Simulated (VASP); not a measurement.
# CdS (P3m1) in VASP: notebook

CdS is run at these levels: r2SCAN; tasks: single point.

Program: VASP 6.6.1. These are calculated values, not measurements. Logs are shortened: lines on timing, memory, paths and dates and some standing lists are left out, and cuts for length are marked.

## 1. The cell of the first run

The structure is trigonal, space group P3m1 (No. 156). Conventional cell: a = 4.174 Å, b = 4.174 Å, c = 5.686 Å, α = 90.00°, β = 90.00°, γ = 120.00°. Cd (site symmetry 3m) has 3 S at 2.41 Å within 3.2 Å. Within 3.2 Å of S (site symmetry 3m) lie 3 Cd at 2.41 Å.

## 2. Single point, r2SCAN

Contents of POSCAR:

```
CdS
1.0
    4.1741829389      0.0000000000      0.0000000000
   -2.0870914694      3.6149480049      0.0000000000
    0.0000000000      0.0000000000      5.6856872434
Cd S
1 1
Direct
    0.0000000000      0.0000000000      0.4426920000
    0.6666666667      0.3333333333      0.4343080000
```

Contents of INCAR.step1:

```
PREC = Accurate
ENCUT = 520
ISMEAR = 0
SIGMA = 0.01
LREAL = F
LASPH = T
NELM = 100
NBANDS = 16
GGA = PE
ALGO = Normal
EDIFF = 1E-4
LWAVE = T
LCHARG = F
```

Contents of INCAR.step2:

```
PREC = Accurate
ENCUT = 520
EDIFF = 1E-6
ISMEAR = 0
SIGMA = 0.01
LREAL = F
LASPH = T
NELM = 100
ALGO = Normal
ISIF = 2
LWAVE = F
LCHARG = F
METAGGA = R2SCAN
LMIXTAU = T
NBANDS = 16
ISTART = 1
```

Contents of KPOINTS:

```
regular mesh
0
Gamma
  6 6 4
```

Potentials or basis: VASP PAW PBE potentials, release 64 (Cd, S).

Command:

```bash
$ cat potpaw_PBE.64/Cd/POTCAR potpaw_PBE.64/S/POTCAR > POTCAR
$ cp INCAR.step1 INCAR
$ mpirun -np 1 vasp_std > vasp.out
$ cp INCAR.step2 INCAR
$ mpirun -np 1 vasp_std > vasp.out
```

OUTCAR:

```text
PREC = Accurate
   ENCUT = 520
   EDIFF = 1E-6
   ISMEAR = 0
   LREAL = F
   LASPH = T
   NELM = 100
   ISIF = 2
   METAGGA = R2SCAN
   ISTART = 1

 ion  position               nearest neighbor table
   1  0.000  0.000  0.443-   2 2.41   2 2.41   2 2.41
   2  0.667  0.333  0.434-   1 2.41   1 2.41   1 2.41

  LATTYP: Found a hexagonal cell.
 ALAT       =     4.1741829389
 C/A-ratio  =     1.3621078248

  Lattice vectors:

 A1 = (   4.1741829389,   0.0000000000,   0.0000000000)
 A2 = (  -2.0870914694,   3.6149480049,   0.0000000000)
 A3 = (   0.0000000000,   0.0000000000,   5.6856872434)

Analysis of symmetry for initial positions (statically):
=====================================================================
 Subroutine PRICEL returns:
 Original cell was already a primitive cell.

 Routine SETGRP: Setting up the symmetry group for a
 hexagonal supercell.

 Subroutine GETGRP returns: Found  6 space group operations
 (whereof  6 operations were pure point group operations)
 out of a pool of 24 trial point group operations.

The static configuration has the point symmetry C_3v.

Analysis of symmetry for dynamics (positions and initial velocities):
=====================================================================
 Subroutine PRICEL returns:
 Original cell was already a primitive cell.

 Routine SETGRP: Setting up the symmetry group for a
 hexagonal supercell.

 Subroutine GETGRP returns: Found  6 space group operations
 (whereof  6 operations were pure point group operations)
 out of a pool of 24 trial point group operations.

The dynamic configuration has the point symmetry C_3v.

 Subroutine INISYM returns: Found  6 space group operations
 (whereof  6 operations are pure point group operations),
 and found     1 'primitive' translations

----------------------------------------------------------------------------------------

                                     Primitive cell

  volume of cell :      85.7939

  direct lattice vectors                    reciprocal lattice vectors
     4.174182939  0.000000000  0.000000000     0.239567842  0.138314576  0.000000000
    -2.087091469  3.614948005  0.000000000     0.000000000  0.276629152  0.000000000
     0.000000000  0.000000000  5.685687243     0.000000000  0.000000000  0.175880234

  length of vectors
     4.174182939  4.174182540  5.685687243     0.276629125  0.276629152  0.175880234

  position of ions in fractional coordinates (direct lattice)
     0.000000000  0.000000000  0.442692000
     0.666666667  0.333333333  0.434308000

  ion indices of the primitive-cell ions
   primitive index   ion index
                 1           1
                 2           2

----------------------------------------------------------------------------------------

 KPOINTS: regular mesh

Automatic generation of k-mesh.
 Grid dimensions read from file:
 generate k-points for:    6    6    4

 Generating k-lattice:

  Cartesian coordinates                     Fractional coordinates (reciprocal lattice)
     0.039927974  0.023052429  0.000000000     0.166666667  0.000000000  0.000000000
     0.000000000  0.046104859  0.000000000     0.000000000  0.166666667  0.000000000
     0.000000000  0.000000000  0.043970058     0.000000000  0.000000000  0.250000000

  Length of vectors
     0.046104854  0.046104859  0.043970058

  Shift w.r.t. Gamma in fractional coordinates (k-lattice)
     0.000000000  0.000000000  0.000000000

 Subroutine IBZKPT returns following result:
 ===========================================

 Found     24 irreducible k-points:

 Following reciprocal coordinates:
            Coordinates               Weight
  0.000000  0.000000  0.000000      1.000000
  0.166667  0.000000  0.000000      6.000000
  0.333333 -0.000000  0.000000      6.000000
  0.500000 -0.000000  0.000000      3.000000
  0.166667  0.166667  0.000000      6.000000
  0.333333  0.166667  0.000000     12.000000
[... 16 lines left out ...]
  0.333333  0.166667  0.500000     12.000000
  0.333333  0.333333  0.500000      2.000000
   k-points           NKPTS =     24   k-points in BZ     NKDIM =     24   number of bands    NBANDS=     16
   number of dos      NEDOS =    301   number of ions     NIONS =      2
   total plane-waves  NPLWV =  43008
   dimension x,y,z NGX =    32 NGY =   32 NGZ =   42
   dimension x,y,z NGXF=    64 NGYF=   64 NGZF=   84
   ions per type =               1   1
   NGX,Y,Z   is equivalent  to a cutoff of  12.74, 12.74, 12.28 a.u.
   NGXF,Y,Z  is equivalent  to a cutoff of  25.49, 25.49, 24.56 a.u.
 SYSTEM =  unknown system
   PREC   = accura    normal or accurate (medium, high low for compatibility)
   ISTART =      1    job   : 0-new  1-cont  2-samecut
   ICHARG =      0    charge: 1-file 2-atom 10-const
   ISPIN  =      1    spin polarized calculation?
   LNONCOLLINEAR =      F non collinear calculations
   LSORBIT =      F    spin-orbit coupling
   LASPH  =      T    aspherical Exc in radial PAW
   ENCUT  =  520.0 eV  38.22 Ry    6.18 a.u.   7.76  7.76 10.57*2*pi/ulx,y,z
   NELM   =    100;   NELMIN=  2; NELMDL=  0     # of ELM steps
   EDIFF  = 0.1E-05   stopping-criterion for ELM
   LREAL  =      F    real-space projection
   EDIFFG = 0.1E-04   stopping-criterion for IOM
   NSW    =      0    number of steps for IOM
   IBRION =     -1    ionic relax: 0-MD 1-quasi-New 2-CG
   NFREE  =      0    steps in history (QN), initial steepest desc. (CG)
   ISIF   =      2    stress and relaxation
   ISYM   =      2    0-nonsym 1-usesym 2-fastsym
   POTIM  = 0.5000    time-step for ionic-motion
   TEBEG  =    0.0;   TEEND  =   0.0 temperature during run
   PSTRESS=    0.0 pullay stress
   NELECT =      18.0000    total number of electrons
   NUPDOWN=      -1.0000    fix difference up-down
   EMIN   =  10.00;   EMAX   =-10.00  energy-range for DOS
   EFERMI =   0.00;   METHOD = LEGACY
   ISMEAR =     0;   SIGMA  =   0.01  broadening in eV -4-tet -1-fermi 0-gaus
   EFERMI_NEDOS =   21; number of points for ismear=-14 and -15
   IALGO  =     38    algorithm
   IMIX   =      4    mixing-type and parameters
     AMIX     =   0.40;   BMIX     =  1.00
     AMIX_MAG =   1.60;   BMIX_MAG =  1.00
  volume/ion in A,a.u.               =      42.90       289.48
  Fermi-wavevector in a.u.,A,eV,Ry     =   0.972777  1.838283 12.875139  0.946296
  Thomas-Fermi vector in A             =   2.103103
   LORBIT       =      0    0 simple, 1 ext, 2 COOP (PROOUT), +10 PAW based schemes
   METAGGA = R2SCAN    functional components
   LHFCALC =     F    Hartree Fock is set to
   AEXX    =    0.0000 exact exchange contribution
   IVDW    =     0    specifies the selected vdW correction
   LEPSILON=     F    determine dielectric tensor
   LRPA    =     F    only Hartree local field effects (RPA)
 non-spin polarized calculation
 Gauss-broadening in eV      SIGMA  =   0.01
  energy-cutoff  :      520.00
  volume of cell :       85.79
 maximum number of plane-waves:      2346
 NGX is ok and might be reduce to    32
   NGX = 15   NGY = 15   NGZ = 21

 number of electron      17.9999997 magnetization

 Free energy of the ion-electron system (eV)
  ---------------------------------------------------
  ext. energy  EPLUGINS =         0.00000000
  ---------------------------------------------------
  free energy    TOTEN  =       -29.01485988 eV

  energy without entropy =      -29.01485988  energy(sigma->0) =      -29.01485988

 E-fermi :  -1.8695     XC(G=0):  -6.7001

 val. band max:       -1.9821848571   @ k =   0.0000   0.0000   0.5000
 cond. band min:       0.0170932032   @ k =   0.0000   0.0000   0.0000
 fundamental gap:      1.9992780602
 Fermi energy:        -1.8694905979

 k-point     1 :       0.0000    0.0000    0.0000
  band No.  band energies     occupation
      1     -14.4627      2.00000
      2     -10.1103      2.00000
      3     -10.1103      2.00000
      4      -9.4671      2.00000
      5      -9.4671      2.00000
      6      -9.2385      2.00000
[... 8 lines left out ...]
     15       9.6382      0.00000
     16      10.3372      0.00000

 k-point     2 :       0.1667    0.0000    0.0000
  band No.  band energies     occupation
      1     -14.3671      2.00000
      2     -10.0608      2.00000
      3     -10.0245      2.00000
      4      -9.5044      2.00000
      5      -9.4721      2.00000
      6      -9.2053      2.00000
[... 8 lines left out ...]
     15      10.0578      0.00000
     16      10.3339      0.00000

 k-point     3 :       0.3333   -0.0000    0.0000
  band No.  band energies     occupation
      1     -14.1743      2.00000
      2      -9.8873      2.00000
      3      -9.8387      2.00000
      4      -9.5751      2.00000
      5      -9.4821      2.00000
      6      -9.1130      2.00000
[... 8 lines left out ...]
     15       8.6660      0.00000
     16       9.2910      0.00000

 k-point     4 :       0.5000   -0.0000    0.0000
  band No.  band energies     occupation
      1     -14.0777      2.00000
      2      -9.7528      2.00000
      3      -9.7374      2.00000
      4      -9.6084      2.00000
      5      -9.4869      2.00000
      6      -9.0235      2.00000
[... 8 lines left out ...]
     15       9.0719      0.00000
     16       9.4396      0.00000
[... 324 lines left out ...]
 k-point    22 :       0.1667    0.1667    0.5000
  band No.  band energies     occupation
      1     -14.2189      2.00000
      2      -9.9802      2.00000
      3      -9.8545      2.00000
      4      -9.5557      2.00000
      5      -9.4851      2.00000
      6      -9.1260      2.00000
[... 8 lines left out ...]
     15       7.9122      0.00000
     16       8.7051      0.00000

 k-point    23 :       0.3333    0.1667    0.5000
  band No.  band energies     occupation
      1     -14.0747      2.00000
      2      -9.8393      2.00000
      3      -9.7029      2.00000
      4      -9.5999      2.00000
      5      -9.5001      2.00000
      6      -8.9630      2.00000
[... 8 lines left out ...]
     15       9.0851      0.00000
     16       9.4542      0.00000

 k-point    24 :       0.3333    0.3333    0.5000
  band No.  band energies     occupation
      1     -14.0270      2.00000
      2      -9.7933      2.00000
      3      -9.6991      2.00000
      4      -9.6018      2.00000
      5      -9.5180      2.00000
      6      -8.8019      2.00000
[... 8 lines left out ...]
     15       8.0590      0.00000
     16       9.4854      0.00000

------------------------ aborting loop because EDIFF is reached ----------------------------------------

  FORCE on cell =-STRESS in cart. coord.  units (eV):
  Direction    XX          YY          ZZ          XY          YZ          ZX
  --------------------------------------------------------------------------------------
  -------------------------------------------------------------------------------------
  Total        1.0899548      1.0899545     -0.0559465      0.0000000      0.0000000     -0.0000000
  in kB       20.3546003     20.3545951     -1.0447859      0.0000000      0.0000000     -0.0000000
  external PRESSURE =      13.2214699 kB  Pullay stress =       0.0000000 kB

 VOLUME and BASIS-vectors are now :
 -----------------------------------------------------------------------------
  energy-cutoff  :      520.00
  volume of cell :       85.79
      direct lattice vectors                 reciprocal lattice vectors
     4.174182939  0.000000000  0.000000000     0.239567842  0.138314576  0.000000000
    -2.087091469  3.614948005  0.000000000     0.000000000  0.276629152  0.000000000
     0.000000000  0.000000000  5.685687243     0.000000000  0.000000000  0.175880234

 POSITION                                       TOTAL-FORCE (eV/Angst)
 -----------------------------------------------------------------------------------
      0.00000      0.00000      2.51701         0.000000      0.000000      0.006106
      2.08709      1.20498      2.46934        -0.000000     -0.000000     -0.006106
 -----------------------------------------------------------------------------------
    total drift:                                0.000009      0.000000      0.001282

  FREE ENERGIE OF THE ION-ELECTRON SYSTEM (eV)
  ---------------------------------------------------
  free  energy   TOTEN  =       -29.0148598760 eV

  energy  without entropy=      -29.0148598760  energy(sigma->0) =      -29.01485988
```

Wall time 92 s (1 thread of Intel Xeon 8259CL, shared host); peak memory 0.22 GiB.

What came out:

```
Free energy            : -29.0149 eV
Pressure               : 1.3 GPa
Largest force          : 0.006 eV/Å
Band gap on the k mesh : 2.00 eV (least direct gap 2.00 eV)
```

Forces in eV/Å, atoms in the order of the input:
```
Cd   0.000  0.000  0.006
S    0.000  0.000 -0.006
```

Stress tensor (GPa, compression positive):
```
 2.04  0.00  0.00
 0.00  2.04  0.00
 0.00  0.00 -0.10
```

Levels at points of the mesh, in eV from the valence-band top:
```csv
k point,band 7,band 8,band 9,band 10,band 11,band 12
"(0.00, 0.00, 0.00)",-1.40,-0.01,-0.01,2.00,5.82,7.44
"(0.50, 0.00, 0.00)",-3.90,-1.51,-0.38,4.19,5.50,7.10
"(0.00, 0.00, 0.50)",-1.64,0.00,0.00,2.41,5.32,7.50
"(0.50, 0.00, 0.50)",-3.86,-1.51,-0.51,4.37,4.47,8.09
```

Caveat: the PAW data sets were made with another functional, which shifts forces and pressure a little. A k mesh can miss the band edges.

## 3. Single point, r2SCAN

This run uses another cell than the first one.

Contents of POSCAR:

```
CdS
1.0
    4.2035795619      0.0000000000      0.0000000000
   -2.1017897810      3.6404062239      0.0000000000
    0.0000000000      0.0000000000      5.7257286136
Cd S
1 1
Direct
    0.0000000000      0.0000000000      0.4426920000
    0.6666666667      0.3333333333      0.4343080000
```

Contents of INCAR.step1:

```
PREC = Accurate
ENCUT = 520
ISMEAR = 0
SIGMA = 0.01
LREAL = False
LASPH = True
NELM = 100
NBANDS = 16
GGA = PE
ALGO = Normal
EDIFF = 1E-4
LWAVE = True
LCHARG = False
```

Contents of INCAR.step2:

```
PREC = Accurate
ENCUT = 520
EDIFF = 1E-6
ISMEAR = 0
SIGMA = 0.01
LREAL = False
LASPH = True
NELM = 100
ALGO = Normal
ISIF = 2
LWAVE = False
LCHARG = False
METAGGA = R2SCAN
LMIXTAU = True
NBANDS = 16
ISTART = 1
```

KPOINTS is that of step 2.

Potentials or basis: VASP PAW PBE potentials, release 64 (Cd, S).

Command:

```bash
$ cat potpaw_PBE.64/Cd/POTCAR potpaw_PBE.64/S/POTCAR > POTCAR
$ cp INCAR.step1 INCAR
$ mpirun -np 1 vasp_std > vasp.out
$ cp INCAR.step2 INCAR
$ mpirun -np 1 vasp_std > vasp.out
```

Wall time 3 min (1 thread of Intel Xeon 8259CL, shared host); peak memory 0.24 GiB.

The run converged. Its results:

- Free energy: -29.0258 eV
- Pressure: 0.6 GPa
- Band gap on the k mesh: 1.97 eV

Stress tensor (GPa, compression positive):
```
 0.92  0.00  0.00
 0.00  0.92  0.00
 0.00  0.00 -0.10
```

Levels at points of the mesh, in eV from the valence-band top:
| k point | band 6 | band 7 | band 8 | band 9 | band 10 | band 11 | band 12 | band 13 |
| --- | --- | --- | --- | --- | --- | --- | --- | --- |
| (0.00, 0.00, 0.00) | -7.22 | -1.30 | 0.00 | 0.00 | 1.97 | 5.85 | 7.44 | 7.44 |
| (0.50, 0.00, 0.00) | -7.01 | -3.80 | -1.45 | -0.32 | 4.16 | 5.53 | 7.10 | 7.79 |
| (0.00, 0.00, 0.50) | -7.21 | -1.53 | 0.00 | 0.00 | 2.35 | 5.33 | 7.50 | 7.50 |
| (0.50, 0.00, 0.50) | -7.01 | -3.77 | -1.44 | -0.44 | 4.35 | 4.51 | 8.09 | 8.70 |

Caveat: the PAW data sets were made with another functional, which shifts forces and pressure a little. A k mesh can miss the band edges.
